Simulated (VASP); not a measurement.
# CoSi (Pm-3m) in VASP: notebook, part 3 of 3

VASP 6.6.1. Earlier steps stand in the parts before.

## 6. Single point, PBE, collinear spin, ferromagnetic start (11.46 Å³/atom)

This run uses another cell than the first one, of 11.46 Å³/atom.

Input file INCAR:

```
  PREC = Accurate
  ENCUT = 520
  EDIFF = 1E-6
  ISMEAR = 0
  SIGMA = 0.1
  LREAL = False
  LASPH = True
  NELM = 150
  ALGO = Normal
  ISIF = 2
  LWAVE = False
  LCHARG = False
  ISPIN = 2
  MAGMOM = 0.7 0
  LORBIT = 11
  LMAXMIX = 4
  GGA = PE
  NBANDS = 18
```

Input file KPOINTS:

```
regular mesh
0
Gamma
  16 16 16
```

Input file POSCAR:

```
CoSi
1.0
    2.8405844311      0.0000000000      0.0000000000
    0.0000000000      2.8405844311      0.0000000000
    0.0000000000      0.0000000000      2.8405844311
Co Si
1 1
Direct
    0.0000000000      0.0000000000      0.0000000000
    0.5000000000      0.5000000000      0.5000000000
```

Potentials or basis: VASP PAW PBE potentials, release 64 (Co, Si).

Started as:

```
cat potpaw_PBE.64/Co/POTCAR potpaw_PBE.64/Si/POTCAR > POTCAR
mpirun -np 1 vasp_std > vasp.out
```

OUTCAR:

```text
PREC = Accurate
   ENCUT = 520
   EDIFF = 1E-6
   ISMEAR = 0
   LREAL = False
   LASPH = True
   NELM = 150
   ISIF = 2
   ISPIN = 2
   LORBIT = 11
   GGA = PE

 ion  position               nearest neighbor table
   1  0.000  0.000  0.000-   2 2.46   2 2.46   2 2.46   2 2.46   2 2.46   2 2.46   2 2.46   2 2.46

   2  0.500  0.500  0.500-   1 2.46   1 2.46   1 2.46   1 2.46   1 2.46   1 2.46   1 2.46   1 2.46

  LATTYP: Found a simple cubic cell.
 ALAT       =     2.8405844311

  Lattice vectors:

 A1 = (   2.8405844311,   0.0000000000,   0.0000000000)
 A2 = (   0.0000000000,   2.8405844311,   0.0000000000)
 A3 = (   0.0000000000,   0.0000000000,   2.8405844311)

Analysis of symmetry for initial positions (statically):
=====================================================================
 Subroutine PRICEL returns:
 Original cell was already a primitive cell.

 Routine SETGRP: Setting up the symmetry group for a
 simple cubic supercell.

 Subroutine GETGRP returns: Found 48 space group operations
 (whereof 48 operations were pure point group operations)
 out of a pool of 48 trial point group operations.

The static configuration has the point symmetry O_h .

Analysis of symmetry for dynamics (positions and initial velocities):
=====================================================================
 Subroutine PRICEL returns:
 Original cell was already a primitive cell.

 Routine SETGRP: Setting up the symmetry group for a
 simple cubic supercell.

 Subroutine GETGRP returns: Found 48 space group operations
 (whereof 48 operations were pure point group operations)
 out of a pool of 48 trial point group operations.

The dynamic configuration has the point symmetry O_h .

Analysis of structural, dynamic, and magnetic symmetry:
=====================================================================
 Subroutine PRICEL returns:
 Original cell was already a primitive cell.

 Routine SETGRP: Setting up the symmetry group for a
 simple cubic supercell.

 Subroutine GETGRP returns: Found 48 space group operations
[... 147 lines left out ...]
  ---------------------------------------------------
  free energy    TOTEN  =       -13.24027353 eV

  energy without entropy =      -13.23118137  energy(sigma->0) =      -13.23572745

 E-fermi :  11.8977     XC(G=0): -12.6258

 val. band max:       11.8956279816   @ k =   0.5000   0.3125   0.0625
 cond. band min:      11.8976640416   @ k =   0.4375   0.3125   0.0000
 fundamental gap:      0.0020360600
 Fermi energy:        11.8976537452

 spin component 1

 k-point     1 :       0.0000    0.0000    0.0000
  band No.  band energies     occupation
      1      -1.8335      1.00000
      2       7.9375      1.00000
      3       7.9375      1.00000
      4      10.2861      1.00000
      5      10.2861      1.00000
      6      10.2861      1.00000
[... 493 lines left out ...]
     17      33.8924      0.00000
     18      38.1587      0.00000

 [... further k-points ...]

 spin component 2

 k-point     1 :       0.0000    0.0000    0.0000
  band No.  band energies     occupation
      1      -1.8210      1.00000
      2       8.7047      1.00000
      3       8.7047      1.00000
      4      10.7460      1.00000
      5      10.7460      1.00000
      6      10.7460      1.00000
[... 493 lines left out ...]
     17      33.9467      0.00000
     18      38.3233      0.00000

 [... further k-points ...]

------------------------ aborting loop because EDIFF is reached ----------------------------------------

  FORCE on cell =-STRESS in cart. coord.  units (eV):
  Direction    XX          YY          ZZ          XY          YZ          ZX
  --------------------------------------------------------------------------------------
  -------------------------------------------------------------------------------------
  Total       -1.4868596     -1.4868596     -1.4868596      0.0000000      0.0000000     -0.0000000
  in kB     -103.9339513   -103.9339513   -103.9339513      0.0000000      0.0000000     -0.0000000
  external PRESSURE =    -103.9339513 kB  Pullay stress =       0.0000000 kB

 VOLUME and BASIS-vectors are now :
 -----------------------------------------------------------------------------
  energy-cutoff  :      520.00
  volume of cell :       22.92
      direct lattice vectors                 reciprocal lattice vectors
     2.840584431  0.000000000  0.000000000     0.352040231  0.000000000  0.000000000
     0.000000000  2.840584431  0.000000000     0.000000000  0.352040231  0.000000000
     0.000000000  0.000000000  2.840584431     0.000000000  0.000000000  0.352040231

 POSITION                                       TOTAL-FORCE (eV/Angst)
 -----------------------------------------------------------------------------------
      0.00000      0.00000      0.00000         0.000000      0.000000      0.000000
      1.42029      1.42029      1.42029         0.000000      0.000000      0.000000
 -----------------------------------------------------------------------------------
    total drift:                                0.000000      0.000000      0.000000

  FREE ENERGIE OF THE ION-ELECTRON SYSTEM (eV)
  ---------------------------------------------------
  free  energy   TOTEN  =       -13.2402735278 eV

  energy  without entropy=      -13.2311813665  energy(sigma->0) =      -13.23572745

 total charge

# of ion       s       p       d       tot
------------------------------------------
    1        0.413   0.531   7.507   8.451
    2        0.722   0.823   0.000   1.544
--------------------------------------------------
tot          1.134   1.353   7.507   9.995

 magnetization (x)

# of ion       s       p       d       tot
------------------------------------------
    1        0.008   0.002   0.687   0.697
    2        0.003   0.012   0.000   0.015
--------------------------------------------------
tot          0.011   0.014   0.687   0.712
```

It took 41 s on 1 thread of Intel Xeon 6975P-C (Granite Rapids), shared host; peak memory 0.22 GiB.

Results:

```
Free energy                                           : -13.2403 eV
Pressure                                              : -10.4 GPa
Net moment                                            : 0.69 μB per cell
Site moments                                          : Co +0.70; Si +0.01 μB
Valence electrons inside the program's atomic spheres : Co 8.45; Si 1.54
```

Caveat: the cell stands under tension.

## 7. The runs side by side

```tsv
cell	gap on the mesh (eV)	pressure (GPa)	moment (μB)
a = 2.729 Å, 2 atoms	none	14.1	0.47
a = 2.758 Å, 2 atoms	none	6.2	0.54
a = 2.786 Å, 2 atoms	none	-0.2	0.61
a = 2.814 Å, 2 atoms	none	-5.6	0.66
a = 2.841 Å, 2 atoms	none	-10.4	0.69
```

Alike in all rows: task single point; level PBE; potentials or basis VASP PAW PBE potentials, release 64 (Co, Si); spin collinear, ferromagnetic start; k mesh 16 × 16 × 16; cutoff (eV) 520; smearing gaussian 0.1 eV.

Caveats: the cell stands under pressure (at least some runs); the cell stands under tension (at least some runs).

Absolute energies hang on the potentials; compare differences alone.
